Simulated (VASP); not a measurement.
Here is a VASP 6.6.1 calculation.

The input INCAR:

```
PREC = Accurate
ENCUT = 520
EDIFF = 1E-7
ISMEAR = 0
SIGMA = 0.1
LREAL = False
LASPH = True
NELM = 60
ALGO = Normal
ISIF = 2
LWAVE = False
LCHARG = False
LDIPOL = True
IDIPOL = 3
DIPOL = 0.5 0.5 0.500
GGA = PS
IBRION = 2
NSW = 90
EDIFFG = -0.03
```

Contents of KPOINTS:

```
Automatic mesh
0
Gamma
  12 12 1
```

The input POSCAR:

```
Cu
1.0
    2.5196845177      0.0000000000      0.0000000000
   -1.2598422588      2.1821108018      0.0000000000
    0.0000000000      0.0000000000     23.1719413810
Cu
4
Selective dynamics
Direct
    0.6666666667      0.3333333333      0.3668229545  F F F
    0.3333333333      0.6666666667      0.4556076515  F F F
    0.0000000000      0.0000000000      0.5443923485  T T T
    0.6666666667      0.3333333333      0.6331770455  T T T
```

Potentials or basis: VASP PAW PBE potentials, release 64 (Cu).

Launch:

```bash
$ cat potpaw_PBE.64/Cu/POTCAR > POTCAR
$ mpirun -np 1 vasp_std > vasp.out
```

(1) Estimate the energy gained by relaxing.

(2) Estimate the band gap on the k mesh.

Results:

(1) 0.5 meV/atom.

(2) zero (band 22 reaches 3.49 eV, above the bottom of band 23 at -1.89 eV).
